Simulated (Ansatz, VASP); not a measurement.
**In3Se in VASP and in Ansatz**

```
In Se
1.0
     4.66842    0.00000    0.00000
     0.00000    4.66842    0.00000
     0.00000    0.00000    4.66842
In Se
3 1
Direct
  0.00000 0.50000 0.50000
  0.50000 0.00000 0.50000
  0.50000 0.50000 0.00000
  0.00000 0.00000 0.00000
```

Alike in both runs: task single point; functional PBEsol; k mesh 10 × 10 × 10; occupations gaussian, width 0.15 eV; no spin polarisation.

|  | VASP | Ansatz |
| --- | --- | --- |
| version | VASP 6.6.1 | Ansatz 0.2.0 |
| potentials or method | VASP PAW PBE potentials, release 64 (In_d, Se), cutoff 520 eV | scalar-relativistic, plane waves, PAW |
| valence electrons in the cell | 45 | 55 |

|  | VASP | Ansatz | Ansatz less VASP |
| --- | --- | --- | --- |
| gap on the k mesh at the Fermi level (eV) | none | none | - |
| pressure (GPa) | 0.0 | 0.0 | +0.02 |

VASP's potentials were made for PBE, not for PBEsol. A gap of «none» marks a metal or a gap that the smearing closes. With one functional, cell and mesh, what is left measures potentials, basis and numerics. VASP's potentials hold 45 valence electrons a cell and Ansatz's 55, so a difference there can come from the potentials and not from the codes.
